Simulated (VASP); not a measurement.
# Sn (Pm-3m) in VASP: a series of runs

Sn is run at these levels: PBEsol; tasks: single point, relaxation of cell and atoms.

Program: VASP 6.6.1. These are calculated values, not measurements. Logs are shortened: lines on timing, memory, paths and dates and some standing lists are left out, and cuts for length are marked.

## 1. The cell of the first run

It takes space group Pm-3m (No. 221, cubic). Conventional cell: a = 3.032 Å, b = 3.032 Å, c = 3.032 Å, α = 90.00°, β = 90.00°, γ = 90.00°. Within 4.0 Å of Sn (site symmetry m-3m) lie 6 Sn at 3.03 Å.

## 2. Single point, PBEsol

Input file INCAR:

```
PREC = Accurate
ENCUT = 520
EDIFF = 1E-6
ISMEAR = 0
SIGMA = 0.1
LREAL = F
LASPH = T
NELM = 80
ALGO = Normal
ISIF = 2
LWAVE = F
LCHARG = T
GGA = PS
LELF = T
LVHAR = T
NBANDS = 13
```

Input file KPOINTS:

```
Automatic mesh
0
Gamma
  14 14 14
```

Input file POSCAR:

```
Sn
1.0
    3.0323765046      0.0000000000      0.0000000000
    0.0000000000      3.0323765046      0.0000000000
    0.0000000000      0.0000000000      3.0323765046
Sn
1
Direct
    0.0000000000      0.0000000000      0.0000000000
```

Potentials or basis: VASP PAW PBE potentials, release 64 (Sn_d).

Command:

```sh
cat potpaw_PBE.64/Sn_d/POTCAR > POTCAR
mpirun -np 1 vasp_std > vasp.out
```

OUTCAR:

```text
PREC = Accurate
   ENCUT = 520
   EDIFF = 1E-6
   ISMEAR = 0
   LREAL = F
   LASPH = T
   NELM = 80
   ISIF = 2
   GGA = PS

 ion  position               nearest neighbor table
   1  0.000  0.000  0.000-

  LATTYP: Found a simple cubic cell.
 ALAT       =     3.0323765046

  Lattice vectors:

 A1 = (   3.0323765046,   0.0000000000,   0.0000000000)
 A2 = (   0.0000000000,   3.0323765046,   0.0000000000)
 A3 = (   0.0000000000,   0.0000000000,   3.0323765046)

Analysis of symmetry for initial positions (statically):
=====================================================================
 Subroutine PRICEL returns:
 Original cell was already a primitive cell.

 Routine SETGRP: Setting up the symmetry group for a
 simple cubic supercell.

 Subroutine GETGRP returns: Found 48 space group operations
 (whereof 48 operations were pure point group operations)
 out of a pool of 48 trial point group operations.

The static configuration has the point symmetry O_h .

Analysis of symmetry for dynamics (positions and initial velocities):
=====================================================================
 Subroutine PRICEL returns:
 Original cell was already a primitive cell.

 Routine SETGRP: Setting up the symmetry group for a
 simple cubic supercell.

 Subroutine GETGRP returns: Found 48 space group operations
 (whereof 48 operations were pure point group operations)
 out of a pool of 48 trial point group operations.

The dynamic configuration has the point symmetry O_h .

 Subroutine INISYM returns: Found 48 space group operations
 (whereof 48 operations are pure point group operations),
 and found     1 'primitive' translations

----------------------------------------------------------------------------------------

                                     Primitive cell

  volume of cell :      27.8836

  direct lattice vectors                    reciprocal lattice vectors
     3.032376505  0.000000000  0.000000000     0.329774353  0.000000000  0.000000000
     0.000000000  3.032376505  0.000000000     0.000000000  0.329774353  0.000000000
     0.000000000  0.000000000  3.032376505     0.000000000  0.000000000  0.329774353

  length of vectors
     3.032376505  3.032376505  3.032376505     0.329774353  0.329774353  0.329774353

  position of ions in fractional coordinates (direct lattice)
     0.000000000  0.000000000  0.000000000

  ion indices of the primitive-cell ions
   primitive index   ion index
                 1           1

----------------------------------------------------------------------------------------

[... 81 lines left out ...]
   NUPDOWN=      -1.0000    fix difference up-down
   EMIN   =  10.00;   EMAX   =-10.00  energy-range for DOS
   EFERMI =   0.00;   METHOD = LEGACY
   ISMEAR =     0;   SIGMA  =   0.10  broadening in eV -4-tet -1-fermi 0-gaus
   EFERMI_NEDOS =   21; number of points for ismear=-14 and -15
   IALGO  =     38    algorithm
   IMIX   =      4    mixing-type and parameters
     AMIX     =   0.40;   BMIX     =  1.00
     AMIX_MAG =   1.60;   BMIX_MAG =  1.00
  volume/ion in A,a.u.               =      27.88       188.17
  Fermi-wavevector in a.u.,A,eV,Ry     =   1.301171  2.458857 23.035290  1.693046
  Thomas-Fermi vector in A             =   2.432322
   LORBIT       =      0    0 simple, 1 ext, 2 COOP (PROOUT), +10 PAW based schemes
   GGA     = PS    functional components
   LHFCALC =     F    Hartree Fock is set to
   AEXX    =    0.0000 exact exchange contribution
   IVDW    =     0    specifies the selected vdW correction
   LEPSILON=     F    determine dielectric tensor
   LRPA    =     F    only Hartree local field effects (RPA)
 non-spin polarized calculation
 Gauss-broadening in eV      SIGMA  =   0.10
  energy-cutoff  :      520.00
  volume of cell :       27.88
 maximum number of plane-waves:       768
 NGX is ok and might be reduce to    24
   NGX = 11   NGY = 11   NGZ = 11

 number of electron      14.0000014 magnetization

 Free energy of the ion-electron system (eV)
  ---------------------------------------------------
  ext. energy  EPLUGINS =         0.00000000
  ---------------------------------------------------
  free energy    TOTEN  =        -4.22303005 eV

  energy without entropy =       -4.22045664  energy(sigma->0) =       -4.22174334

 E-fermi :   7.3302     XC(G=0): -10.2838

 val. band max:        7.3279170225   @ k =   0.4286   0.3571   0.1429
 cond. band min:       7.3795175057   @ k =   0.5000   0.5000   0.4286
 fundamental gap:      0.0516004832
 Fermi energy:         7.3301592802

 k-point     1 :       0.0000    0.0000    0.0000
  band No.  band energies     occupation
      1     -14.1383      2.00000
      2     -14.1383      2.00000
      3     -13.7080      2.00000
      4     -13.7080      2.00000
      5     -13.7080      2.00000
      6      -3.5919      2.00000
      7      12.8584      0.00000
      8      12.8584      0.00000
      9      12.8584      0.00000
     10      16.2176      0.00000
     11      16.2176      0.00000
     12      17.5765      0.00000
     13      27.6901      0.00000
[... 354 lines left out ...]
  band No.  band energies     occupation
      1     -14.0385      2.00000
      2     -13.8577      2.00000
      3     -13.7978      2.00000
      4     -13.7945      2.00000
      5     -13.7431      2.00000
      6      -0.8046      2.00000
      7       5.2010      2.00000
      8       9.8626      0.00000
      9      15.6265      0.00000
     10      15.8392      0.00000
     11      18.7796      0.00000
     12      22.3483      0.00000
     13      22.9563      0.00000

 [... further k-points ...]

------------------------ aborting loop because EDIFF is reached ----------------------------------------

  FORCE on cell =-STRESS in cart. coord.  units (eV):
  Direction    XX          YY          ZZ          XY          YZ          ZX
  --------------------------------------------------------------------------------------
  -------------------------------------------------------------------------------------
  Total       -0.0090929     -0.0090929     -0.0090929      0.0000000      0.0000000      0.0000000
  in kB       -0.5224723     -0.5224723     -0.5224723      0.0000000      0.0000000      0.0000000
  external PRESSURE =      -0.5224723 kB  Pullay stress =       0.0000000 kB

 VOLUME and BASIS-vectors are now :
 -----------------------------------------------------------------------------
  energy-cutoff  :      520.00
  volume of cell :       27.88
      direct lattice vectors                 reciprocal lattice vectors
     3.032376505  0.000000000  0.000000000     0.329774353  0.000000000  0.000000000
     0.000000000  3.032376505  0.000000000     0.000000000  0.329774353  0.000000000
     0.000000000  0.000000000  3.032376505     0.000000000  0.000000000  0.329774353

 POSITION                                       TOTAL-FORCE (eV/Angst)
 -----------------------------------------------------------------------------------
      0.00000      0.00000      0.00000         0.000000      0.000000      0.000000
 -----------------------------------------------------------------------------------
    total drift:                                0.000000     -0.000000      0.000000

  FREE ENERGIE OF THE ION-ELECTRON SYSTEM (eV)
  ---------------------------------------------------
  free  energy   TOTEN  =        -4.2230300480 eV

  energy  without entropy=       -4.2204566419  energy(sigma->0) =       -4.22174334
```

stdout:

```text
POSCAR found type information on POSCAR Sn
 POSCAR found :  1 types and       1 ions
 scaLAPACK will be used
 -----------------------------------------------------------------------------
|                                                                             |
|                                                                             |
|     You enforced a specific xc type in the INCAR file but a different       |
|     I HOPE YOU KNOW WHAT YOU ARE DOING!                                     |
|                                                                             |
 -----------------------------------------------------------------------------

 LDA part: xc-table for (Slater+PW92), standard interpolation
 POSCAR, INCAR and KPOINTS ok, starting setup
 FFT: planning ... GRIDC
 FFT: planning ... GRID_SOFT
 FFT: planning ... GRID
 WAVECAR not read
 entering main loop
```

It took 23 s on 1 thread of Intel Xeon Platinum 8375C at 2.90GHz (Ice Lake), shared host; peak memory 0.16 GiB.

What came out:

* Free energy: -4.2230 eV
* Pressure: -0.1 GPa
* Band gap on the k mesh: zero (band 7 reaches 12.86 eV, above the bottom of band 8 at 5.15 eV)

Caveat: the PAW data sets were made with another functional, which shifts forces and pressure a little; spin-orbit coupling is left out, which moves the levels of the heavy elements.

## 3. Relaxation of cell and atoms, PBEsol

This run uses another cell than the first one, of 28.70 Å³/atom, 1.029 times its volume.

Input file INCAR:

```
  PREC = Accurate
  ENCUT = 600
  EDIFF = 1E-7
  ISMEAR = 0
  SIGMA = 0.1
  LREAL = F
  LASPH = T
  NELM = 100
  ALGO = Normal
  ISIF = 3
  LWAVE = F
  LCHARG = F
  GGA = PS
  IBRION = 2
  NSW = 80
  EDIFFG = -0.01
```

Input file KPOINTS:

```
regular mesh
0
Gamma
  14 14 14
```

Input file POSCAR:

```
Sn
1.0
    3.0617437798      0.0000000000      0.0000000000
    0.0000000000      3.0617437798      0.0000000000
    0.0000000000      0.0000000000      3.0617437798
Sn
1
Direct
    0.0000000000      0.0000000000      0.0000000000
```

Potentials or basis: VASP PAW PBE potentials, release 64 (Sn_d).

Command:

```sh
cat potpaw_PBE.64/Sn_d/POTCAR > POTCAR
mpirun -np 1 vasp_std > vasp.out
```

Wall time 38 s (1 thread of Intel Xeon Platinum 8375C at 2.90GHz (Ice Lake), shared host); peak memory 0.17 GiB.

Results (log left out):

```
Free energy                            : -4.2234 eV
Relaxed volume                         : 27.87 Å³/atom
Relaxed cell                           : a = 3.032 Å, b = 3.032 Å, c = 3.032 Å, α = 90.00°, β = 90.00°, γ = 90.00°
Space group after relaxing (to 0.05 Å) : Pm-3m (No. 221)
Energy gained by relaxing              : 4.0 meV/atom
Ionic steps                            : 3
Pressure after relaxing                : 0.0 GPa
Band gap on the k mesh                 : zero (band 7 reaches 12.87 eV, above the bottom of band 8 at 5.15 eV)
```

Step by step:
```tsv
step	energy change (eV)	largest force (eV/Å)	pressure (GPa)	volume (Å³)
1	0.0000	0.0000	-1.50	28.70
2	-0.0036	0.0000	0.54	27.60
3	-0.0040	0.0000	0.01	27.87
```

Final structure:
```
CELL_PARAMETERS angstrom
3.03182 0.00000 0.00000
0.00000 3.03182 0.00000
0.00000 0.00000 3.03182
ATOMIC_POSITIONS crystal
Sn 0.00000 0.00000 0.00000
```

Levels at points of the mesh, in eV from the Fermi level:
```
           k point  band 3  band 4  band 5  band 6  band 7  band 8  band 9  band 10  band 11
(0.00, 0.00, 0.00)  -21.04  -21.04  -21.04  -10.93    5.53    5.53    5.53     8.89     8.89
(0.50, 0.00, 0.00)  -21.15  -21.13  -21.03   -7.75   -4.71    8.22    8.22    11.80    11.87
(0.50, 0.50, 0.00)  -21.14  -21.14  -20.90   -4.37   -2.19   -2.19    2.85    11.17    14.40
(0.50, 0.50, 0.50)  -21.28  -20.89  -20.89   -0.45    0.24    0.24    0.24     5.97     5.97
```

Caveat: the PAW data sets were made with another functional, which shifts forces and pressure a little; spin-orbit coupling is left out, which moves the levels of the heavy elements.
